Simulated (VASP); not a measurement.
# BaTiO3 (P1) in VASP: a series of runs

The runs below take BaTiO3 through single point, with PBE.

Everything below comes from runs of VASP 6.6.1. Logs are shortened: lines on timing, memory, paths and dates and some standing lists are left out, and cuts for length are marked.

**1. The cell of the first run**

The typed cell holds 5 atoms: a = 3.761 Å, b = 4.530 Å, c = 3.798 Å, α = 93.64°, β = 79.48°, γ = 98.85°.

**2. Single point, PBE**

INCAR reads:

```
ALGO = Normal
EDIFF = 1E-7
ENCUT = 520
GGA = PE
ISIF = 2
ISMEAR = -1
LASPH = True
LCHARG = True
LELF = True
LREAL = False
LVHAR = True
LWAVE = False
NBANDS = 28
NELM = 60
PREC = Accurate
SIGMA = 0.05
```

KPOINTS reads:

```
k-points
0
Gamma
  6 5 6
```

POSCAR reads:

```
BaTiO3
1.0
    3.7331172445     -0.4592144299      0.0223674800
   -0.3172280727      3.2783190033      3.1100811900
    0.3439641117     -2.7568714404      2.5899183700
Ba Ti O
1 1 3
Direct
    0.0036372600      0.9972694200      0.9985015400
    0.5002452300      0.5116078500      0.5101821300
    0.9983542100      0.4928168200      0.4950359800
    0.4999067000      0.5015397800      0.9945381500
    0.4978566000      0.9929861300      0.4979621900
```

Potentials or basis: VASP PAW PBE potentials, release 64 (Ba_sv, Ti_sv, O).

Command:

```
$ cat potpaw_PBE.64/Ba_sv/POTCAR potpaw_PBE.64/Ti_sv/POTCAR potpaw_PBE.64/O/POTCAR > POTCAR
$ mpirun -np 1 vasp_std > vasp.out
```

OUTCAR:

```text
EDIFF = 1E-7
   ENCUT = 520
   GGA = PE
   ISIF = 2
   ISMEAR = -1
   LASPH = True
   LREAL = False
   NELM = 60
   PREC = Accurate

 ion  position               nearest neighbor table
   1  0.004  0.997  0.999-   5 2.41   5 2.43   4 2.71   4 2.72   3 2.84   3 2.89   5 2.89   5 2.92
                             3 3.04   3 3.05   4 3.13   2 3.18   4 3.19   2 3.21   2 3.35   2 3.37
   2  0.500  0.512  0.510-   4 1.84   3 1.88   3 1.89   4 1.96   5 2.19   5 2.35   1 3.18   1 3.21
                             1 3.35   1 3.37   1 3.48   1 3.50
   3  0.998  0.493  0.495-   2 1.88   2 1.89   1 2.84   1 2.89   1 3.04   1 3.05
   4  0.500  0.502  0.995-   2 1.84   2 1.96   1 2.71   1 2.72   1 3.13   1 3.19
   5  0.498  0.993  0.498-   2 2.19   2 2.35   1 2.41   1 2.43   1 2.89   1 2.92

  LATTYP: Found a triclinic cell.
 ALAT       =     4.8330015796
 B/A-ratio  =     0.7782579530
 C/A-ratio  =     1.1843289837
 COS(alpha) =     0.0005644798
 COS(beta)  =     0.4824532779
 COS(gamma) =     0.6347924816

  Lattice vectors:

 A1 = (   3.3891531328,   2.2976570105,  -2.5675508900)
 A2 = (   3.7331172445,  -0.4592144299,   0.0223674800)
 A3 = (  -0.0267360390,  -0.5214475629,  -5.6999995600)

Analysis of symmetry for initial positions (statically):
=====================================================================
 Subroutine PRICEL returns:
 Original cell was already a primitive cell.

 Routine SETGRP: Setting up the symmetry group for a
 triclinic supercell.

 Subroutine GETGRP returns: Found  1 space group operations
 (whereof  1 operations were pure point group operations)
 out of a pool of  2 trial point group operations.

The static configuration has the point symmetry C_1 .

Analysis of symmetry for dynamics (positions and initial velocities):
=====================================================================
 Subroutine PRICEL returns:
 Original cell was already a primitive cell.

 Routine SETGRP: Setting up the symmetry group for a
 triclinic supercell.

 Subroutine GETGRP returns: Found  1 space group operations
 (whereof  1 operations were pure point group operations)
 out of a pool of  2 trial point group operations.

The dynamic configuration has the point symmetry C_1 .

 Subroutine INISYM returns: Found  1 space group operations
 (whereof  1 operations are pure point group operations),
 and found     1 'primitive' translations

----------------------------------------------------------------------------------------

[... 99 lines left out ...]
   LREAL  =      F    real-space projection
   EDIFFG = 0.1E-05   stopping-criterion for IOM
   NSW    =      0    number of steps for IOM
   IBRION =     -1    ionic relax: 0-MD 1-quasi-New 2-CG
   NFREE  =      0    steps in history (QN), initial steepest desc. (CG)
   ISIF   =      2    stress and relaxation
   ISYM   =      2    0-nonsym 1-usesym 2-fastsym
   POTIM  = 0.5000    time-step for ionic-motion
   TEBEG  =    0.0;   TEEND  =   0.0 temperature during run
   PSTRESS=    0.0 pullay stress
   NELECT =      40.0000    total number of electrons
   NUPDOWN=      -1.0000    fix difference up-down
   EMIN   =  10.00;   EMAX   =-10.00  energy-range for DOS
   EFERMI =   0.00;   METHOD = LEGACY
   ISMEAR =    -1;   SIGMA  =   0.05  broadening in eV -4-tet -1-fermi 0-gaus
   EFERMI_NEDOS =   21; number of points for ismear=-14 and -15
   IALGO  =     38    algorithm
   IMIX   =      4    mixing-type and parameters
     AMIX     =   0.40;   BMIX     =  1.00
     AMIX_MAG =   1.60;   BMIX_MAG =  1.00
  volume/ion in A,a.u.               =      12.57        84.80
  Fermi-wavevector in a.u.,A,eV,Ry     =   1.408333  2.661363 26.985811  1.983401
  Thomas-Fermi vector in A             =   2.530501
   LORBIT       =      0    0 simple, 1 ext, 2 COOP (PROOUT), +10 PAW based schemes
   GGA     = PE    functional components
   LHFCALC =     F    Hartree Fock is set to
   AEXX    =    0.0000 exact exchange contribution
   IVDW    =     0    specifies the selected vdW correction
   LEPSILON=     F    determine dielectric tensor
   LRPA    =     F    only Hartree local field effects (RPA)
 non-spin polarized calculation
  energy-cutoff  :      520.00
  volume of cell :       62.83
 maximum number of plane-waves:      1706
   NGX = 13   NGY = 17   NGZ = 15

 number of electron      40.0000002 magnetization

 Free energy of the ion-electron system (eV)
  ---------------------------------------------------
  ext. energy  EPLUGINS =         0.00000000
  ---------------------------------------------------
  free energy    TOTEN  =       -37.55594502 eV

  energy without entropy =      -37.55565719  energy(sigma->0) =      -37.55580111

 E-fermi :   5.2551     XC(G=0): -11.3182

 val. band max:        5.0166136693   @ k =   0.5000   0.4000   0.5000
 cond. band min:       5.4051392563   @ k =   0.0000   0.0000   0.0000
 fundamental gap:      0.3885255870
 Fermi energy:         5.2551196061

 k-point     1 :       0.0000    0.0000    0.0000
  band No.  band energies     occupation
      1     -52.4654      2.00000
      2     -28.7960      2.00000
      3     -28.7427      2.00000
      4     -28.6544      2.00000
      5     -20.7693      2.00000
      6     -13.3537      2.00000
[... 733 lines left out ...]
     27      11.2985      0.00000
     28      12.0362      0.00000

 [... further k-points ...]

------------------------ aborting loop because EDIFF is reached ----------------------------------------

  FORCE on cell =-STRESS in cart. coord.  units (eV):
  Direction    XX          YY          ZZ          XY          YZ          ZX
  --------------------------------------------------------------------------------------
  -------------------------------------------------------------------------------------
  Total       13.0996601      3.4788699      7.6296025     11.7961748     -6.7342929     -3.3996805
  in kB      334.0426940     88.7115436    194.5556559    300.8036847   -171.7251701    -86.6922055
  external PRESSURE =     205.7699645 kB  Pullay stress =       0.0000000 kB

 VOLUME and BASIS-vectors are now :
 -----------------------------------------------------------------------------
  energy-cutoff  :      520.00
  volume of cell :       62.83
      direct lattice vectors                 reciprocal lattice vectors
     3.733117244 -0.459214430  0.022367480     0.271599727  0.030102567 -0.004027792
    -0.317228073  3.278319003  3.110081190     0.017947788  0.153759993  0.161288148
     0.343964112 -2.756871440  2.589918370    -0.023898081 -0.184901341  0.192465856

 POSITION                                       TOTAL-FORCE (eV/Angst)
 -----------------------------------------------------------------------------------
      0.04067      0.51496      5.68771        -0.048345      0.076792      0.346039
      1.88066      0.04099      2.92366        -0.188905      0.518573      0.285000
      3.74091     -0.20760      2.83713         0.115275      0.002444     -0.180577
      2.04919     -1.32717      4.14678        -0.107849     -0.057513      0.041298
      1.71484      1.65388      4.38908         0.229824     -0.540296     -0.491760
 -----------------------------------------------------------------------------------
    total drift:                                0.000145      0.000689     -0.001267

  FREE ENERGIE OF THE ION-ELECTRON SYSTEM (eV)
  ---------------------------------------------------
  free  energy   TOTEN  =       -37.5559450212 eV

  energy  without entropy=      -37.5556571947  energy(sigma->0) =      -37.55580111
```

OSZICAR:

```text
N       E                     dE             d eps       ncg     rms          rms(c)
DAV:   1     0.439273281030E+03    0.43927E+03   -0.21082E+04  5152   0.156E+03
DAV:   2    -0.189980138368E+01   -0.44117E+03   -0.41967E+03  5932   0.430E+02
DAV:   3    -0.468735649915E+02   -0.44974E+02   -0.44392E+02  7192   0.134E+02
DAV:   4    -0.489109821296E+02   -0.20374E+01   -0.20300E+01  7664   0.251E+01
DAV:   5    -0.489678201699E+02   -0.56838E-01   -0.56828E-01  6920   0.334E+00    0.253E+01
DAV:   6    -0.379804426765E+02    0.10987E+02   -0.59131E+01  7372   0.702E+01    0.119E+01
DAV:   7    -0.379102283981E+02    0.70214E-01   -0.14881E+01  7008   0.283E+01    0.828E+00
DAV:   8    -0.375432525417E+02    0.36698E+00   -0.12373E+00  6652   0.104E+01    0.360E+00
DAV:   9    -0.376013875750E+02   -0.58135E-01   -0.44369E-01  8164   0.503E+00    0.205E+00
DAV:  10    -0.375571725678E+02    0.44215E-01   -0.19208E-01  6284   0.391E+00    0.432E-01
DAV:  11    -0.375562298841E+02    0.94268E-03   -0.13593E-02  6668   0.953E-01    0.187E-01
DAV:  12    -0.375559428449E+02    0.28704E-03   -0.14730E-03  6512   0.268E-01    0.773E-02
DAV:  13    -0.375559868915E+02   -0.44047E-04   -0.66750E-04  7568   0.169E-01    0.553E-02
DAV:  14    -0.375559520620E+02    0.34829E-04   -0.11811E-04  6008   0.106E-01    0.254E-02
DAV:  15    -0.375559445120E+02    0.75500E-05   -0.45273E-05  8136   0.497E-02    0.491E-03
DAV:  16    -0.375559453345E+02   -0.82246E-06   -0.29585E-06  5880   0.132E-02    0.430E-03
DAV:  17    -0.375559450866E+02    0.24787E-06   -0.22100E-06  6596   0.136E-02    0.176E-03
DAV:  18    -0.375559450212E+02    0.65419E-07   -0.11137E-07  4116   0.297E-03
   1 F= -.37555945E+02 E0= -.37555801E+02  d E =-.287827E-03
```

Run time: 70 s. Hardware: 1 thread of Intel Xeon 6975P-C (Granite Rapids), shared host; peak memory 0.29 GiB.

Results:

- Free energy: -37.5559 eV
- Pressure: 20.6 GPa
- Largest force: 0.766 eV/Å
- Band gap on the k mesh: 0.39 eV (least direct gap 0.51 eV)

Forces on the atoms (eV/Å):
```
Ba  -0.048  0.077  0.346
Ti  -0.189  0.519  0.285
O    0.115  0.002 -0.181
O   -0.108 -0.058  0.041
O    0.230 -0.540 -0.492
```

Stress tensor (GPa, compression positive):
```
 33.40  30.08  -8.67
 30.08   8.87 -17.17
 -8.67 -17.17  19.46
```

Caveat: the cell stands under pressure; spin-orbit coupling is left out, which moves the levels of the heavy elements; an odd mesh through Γ misses points on the zone boundary, where band edges can lie.

(Part 1 of 2 ends here.)
